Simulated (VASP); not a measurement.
Input of a VASP 6.6.1 run:

The input INCAR:

```
SYSTEM = MnO
PREC = Accurate
ENCUT = 520
EDIFF = 1E-6
ISMEAR = -1
SIGMA = 0.05
LREAL = .FALSE.
LASPH = .TRUE.
NELM = 150
ALGO = Normal
ISIF = 2
LWAVE = .FALSE.
LCHARG = .FALSE.
ISPIN = 2
MAGMOM = 4 0
LORBIT = 11
LMAXMIX = 4
GGA = CA
NBANDS = 20
```

Contents of KPOINTS:

```
regular mesh
0
G
  6 6 6
  0 0 0
```

Contents of POSCAR:

```
MnO
1.0
    0.0000000000      2.2239077028      2.2239077028
    2.2239077028      0.0000000000      2.2239077028
    2.2239077028      2.2239077028      0.0000000000
Mn O
1 1
Direct
    0.0000000000      0.0000000000      0.0000000000
    0.5000000000      0.5000000000      0.5000000000
```

Potentials or basis: VASP PAW LDA potentials, release 64 (Mn_pv, O).

Launch:

```bash
$ cat potpaw_LDA.64/Mn_pv/POTCAR potpaw_LDA.64/O/POTCAR > POTCAR
$ mpirun -np 1 vasp_std > vasp.out
```

Problem. What does it give for the net moment?

Solution. 4.67 μB per cell.

Problem. Predict the site moments.

Solution. Mn +4.22; O +0.21 μB.

Caveat: the k points lie up to 0.41 Å⁻¹ apart; a cell with one magnetic atom can't hold antiferromagnetic order, which such compounds often take.
